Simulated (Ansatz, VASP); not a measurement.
# Two plane-wave programs on Si5P

```
Si P
1.0
     0.00000    3.57977    3.57977
     3.57977    0.00000    3.57977
     3.57977    3.57977    0.00000
Si P
5 1
Direct
  0.75000 0.75000 0.75000
  0.37504 0.37504 0.87488
  0.37504 0.87488 0.37504
  0.87488 0.37504 0.37504
  0.37504 0.37504 0.37504
  0.00000 0.00000 0.00000
```

Change from the starting cell: species swapped into the ZrNi5 type (F-43m, No. 216).

Alike in both runs: functional PBE; k mesh 4 × 4 × 4; occupations gaussian, width 0.1 eV; no spin polarisation.

Ansatz relaxed the structure, and its values are those at the end. VASP's run is a single point on that final structure, the one shown.

|  | VASP | Ansatz |
| --- | --- | --- |
| version | VASP 6.6.1 | Ansatz 0.2.0 |
| potentials or method | VASP PAW PBE potentials, release 64 (Si, P), cutoff 520 eV | scalar-relativistic, plane waves, PAW |
| valence electrons in the cell | 25 | 25 |

|  | VASP | Ansatz | Ansatz less VASP |
| --- | --- | --- | --- |
| gap on the k mesh at the Fermi level (eV) | none | none | - |
| pressure (GPa) | 0.2 | 0.3 | +0.04 |

A gap of «none» marks a metal or a gap that the smearing closes.

The k mesh is coarse, so the values compare programs but aren't converged.
